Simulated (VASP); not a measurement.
Crystal: LiBr.

```
CELL_PARAMETERS angstrom
0.00000 2.74450 2.74450
2.74450 0.00000 2.74450
2.74450 2.74450 0.00000
ATOMIC_POSITIONS crystal
Li 0.00000 0.00000 0.00000
Br 0.50000 0.50000 0.50000
```

Base run:

```yaml
Program: VASP 6.6.1
Functional: PBEsol
Potentials_or_basis: VASP PAW PBE potentials, release 64 (Li_sv, Br)
Cutoff: 750 eV
k_mesh: 8 × 8 × 8
Occupations: fermi-dirac, width 0.03 eV
Spin: no spin polarisation
```

Its results: band gap on the k mesh 4.80 eV, direct; pressure -1.1 GPa.

Problem. The run is repeated on the same cell with these changes: functional from PBEsol to PBE. What comes out?

Solution. Band gap on the k mesh 4.97 eV, direct; pressure 0.3 GPa.

PBE binds less tightly than PBEsol, so the same cell stands under more pressure.

Caveats: the PAW data sets were made with another functional, which shifts forces and pressure a little (some runs).

